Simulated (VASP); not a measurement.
Wanted: the native input for a VASP 6.6.1 run.

```yaml
Task: single point
Functional: PBE
Potentials_or_basis: VASP PAW PBE potentials, release 64 (Zr_sv)
Cutoff: 520 eV
k_mesh: 13 × 13 × 7
Occupations: fermi-dirac, width 0.03 eV
Spin: no spin polarisation
Dipole_correction: no
Further_INCAR_settings: ALGO = Normal; EDIFF = 1e-06; NBANDS = 19
```

The structure of Zr lies in POSCAR:

```
Zr
1.0
    3.2953868297      0.0000000000      0.0000000000
   -1.6476934148      2.8538887098      0.0000000000
    0.0000000000      0.0000000000      5.2479471970
Zr
2
Direct
    0.3333333333      0.6666666667      0.2500000000
    0.6666666667      0.3333333333      0.7500000000
```

These files were run (other wordings do the same):

INCAR

```
SYSTEM = Zr
  PREC = Accurate
  ENCUT = 520
  EDIFF = 1E-6
  ISMEAR = -1
  SIGMA = 0.03
  LREAL = .False.
  LASPH = .True.
  NELM = 100
  ALGO = Normal
  ISIF = 2
  LWAVE = .False.
  LCHARG = .False.
  GGA = PE
  NBANDS = 19
```

KPOINTS

```
regular mesh
0
Gamma
  13 13 7
  0 0 0
```

Potentials or basis: VASP PAW PBE potentials, release 64 (Zr_sv).

Command:

```sh
$ cat potpaw_PBE.64/Zr_sv/POTCAR > POTCAR
$ mpirun -np 1 vasp_std > vasp.out
```

Results of the run:

```
Pressure               : -4.6 GPa
Band gap on the k mesh : zero (bands 12 and 13 overlap by 1.11 eV)
```

Caveat: the cell stands under tension.

Wall time 120 s on 1 thread of Intel Xeon 8259CL (shared host), peak memory 0.22 GiB.
